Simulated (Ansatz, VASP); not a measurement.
Ir: VASP beside Ansatz

```xyz
2
Lattice="2.7233 0.0000 0.0000 -1.3616 2.3584 0.0000 0.0000 0.0000 4.4408" Properties=species:S:1:pos:R:3 pbc="T T T"
Ir    1.3616    0.7861    3.3306
Ir    0.0000    1.5723    1.1102
```

Alike in both runs: functional r2SCAN; k mesh 12 × 12 × 6; occupations gaussian, width 0.1 eV; no spin polarisation.

Ansatz relaxed the structure, and its values are those at the end. VASP's run is a single point on that final structure, the one shown.

|  | VASP | Ansatz |
| --- | --- | --- |
| version | VASP 6.6.1 | Ansatz 0.2.0 |
| potentials or method | VASP PAW PBE potentials, release 64 (Ir_sv_GW), cutoff 620 eV | scalar-relativistic, plane waves, PAW |
| valence electrons in the cell | 34 | 34 |

VASP gave:

| Property | Result |
| --- | --- |
| gap on the k mesh at the Fermi level (eV) | none |
| pressure (GPa) | -0.9 |

Problem. Estimate Ansatz's values.

Solution. gap on the k mesh at the Fermi level (eV): none; pressure (GPa): 0.0.

VASP's potentials were made for PBE, not for r2SCAN. A gap of «none» marks a metal or a gap that the smearing closes. With one functional, cell and mesh, what is left measures potentials, basis and numerics.

Spin-orbit coupling is off throughout.
